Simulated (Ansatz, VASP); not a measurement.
# One calculation of CaSe, two programs

```xyz
2
Lattice="4.0312 0.0000 0.0000 0.0000 4.0312 0.0000 0.0000 0.0000 23.8000" Properties=species:S:1:pos:R:3 pbc="T T T"
Ca    2.0156    2.0156    7.0000
Se    0.0000    0.0000    7.0000
```

Alike in both runs: functional PBE; k mesh 4 × 4 × 1; occupations gaussian, width 0.1 eV; no spin polarisation.

Ansatz relaxed the structure, and its values are those at the end. VASP's run is a single point on that final structure, the one shown.

```csv
,VASP,Ansatz
version,VASP 6.6.1,Ansatz 0.2.0
potentials or method,"VASP PAW PBE potentials, release 64 (Ca_sv, Se), cutoff 520 eV","scalar-relativistic, plane waves, PAW"
valence electrons in the cell,16,26
```

|  | VASP | Ansatz | Ansatz less VASP |
| --- | --- | --- | --- |
| gap on the k mesh at the Fermi level (eV) | 2.48 | 2.49 | +0.010 |
| least direct gap on the mesh (eV) | 2.48 | 2.49 | +0.010 |

VASP's potentials hold 16 valence electrons a cell and Ansatz's 26, so a difference there can come from the potentials and not from the codes. Ansatz's warnings: slab cell height set.
